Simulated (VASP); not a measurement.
Write the native input for VASP 6.6.1 that does the following.

```yaml
Task: single point
Functional: r2SCAN0
Potentials_or_basis: VASP PAW PBE potentials, release 64 (P)
Cutoff: 440 eV
k_mesh: 6 × 6 × 6
Occupations: fermi-dirac, width 0.01 eV
Spin: no spin polarisation
Dipole_correction: no
Grid_for_exact_exchange_PRECFOCK: Normal
Further_INCAR_settings: ALGO = Normal; EDIFF = 1e-06; NBANDS = 12
Share_of_exact_exchange: 0.25
```

The system is P.

```
CELL_PARAMETERS angstrom
1.72573 0.99635 3.12968
-1.72573 0.99635 3.12968
0.00000 -1.99270 3.12968
ATOMIC_POSITIONS crystal
P 0.77292 0.77292 0.77292
P 0.22708 0.22708 0.22708
```

One way to write it, as run:

POSCAR

```
P
1.0
    1.7257251800      0.9963478972      3.1296800133
   -1.7257251800      0.9963478972      3.1296800133
    0.0000000000     -1.9926957944      3.1296800133
P
2
Direct
    0.7729197500      0.7729197500      0.7729197500
    0.2270802500      0.2270802500      0.2270802500
```

INCAR.step1

```
SYSTEM = P
PREC     = Accurate       ! precision mode
ENCUT    = 440            ! plane-wave cutoff, eV
EDIFF    = 1E-5           ! SCF threshold, eV
ISMEAR   = -1             ! smearing method
SIGMA    = 0.01           ! smearing width, eV
LREAL    = .False.        ! projectors in reciprocal space
LASPH    = .True.         ! aspherical terms in the spheres
NELM     = 120            ! most SCF steps
ALGO     = Normal         ! electronic algorithm
ISIF     = 2              ! what is computed and relaxed
LWAVE    = .True.         ! write WAVECAR
NBANDS   = 12             ! bands
GGA      = PE             ! functional
GGA_COMPAT= .False.
```

INCAR.step2

```
SYSTEM = P
PREC     = Accurate       ! precision mode
ENCUT    = 440            ! plane-wave cutoff, eV
EDIFF    = 1E-6           ! SCF threshold, eV
ISMEAR   = -1             ! smearing method
SIGMA    = 0.01           ! smearing width, eV
LREAL    = .False.        ! projectors in reciprocal space
LASPH    = .True.         ! aspherical terms in the spheres
NELM     = 120            ! most SCF steps
ALGO     = Normal         ! electronic algorithm
ISIF     = 2              ! what is computed and relaxed
LWAVE    = .False.        ! write WAVECAR
LCHARG   = .True.         ! write CHGCAR
METAGGA  = R2SCAN         ! meta-GGA
LHFCALC  = .True.         ! exact exchange
AEXX     = 0.25           ! exact-exchange fraction
LMIXTAU  = .True.       
PRECFOCK = Normal       
LELF     = .True.         ! ELF
LVHAR    = .True.       
NBANDS   = 12             ! bands
ISTART   = 1            
GGA_COMPAT= .False.
```

KPOINTS

```
regular mesh
0
Gamma
  6 6 6
  0 0 0
```

Potentials or basis: VASP PAW PBE potentials, release 64 (P).

Command:

```sh
$ cat potpaw_PBE.64/P/POTCAR > POTCAR
$ cp INCAR.step1 INCAR
$ mpirun -np 1 vasp_std > vasp.out
$ cp INCAR.step2 INCAR
$ mpirun -np 1 vasp_std > vasp.out
```

Results of the run:

The pressure is -3.0 GPa. The largest force is 0.588 eV/Å and the band gap on the k mesh is zero (bands 5 and 6 overlap by 0.96 eV).

Caveat: the k points lie up to 0.37 Å⁻¹ apart, too coarse for converged energies and pressures of a metal; the PAW data sets were made with another functional, which shifts forces and pressure a little.

Wall time 24 min on 1 thread of Intel(R) Xeon(R) Platinum 8259CL CPU @ 2.50GHz (Skylake/Cascade Lake) (shared host), peak memory 0.17 GiB.
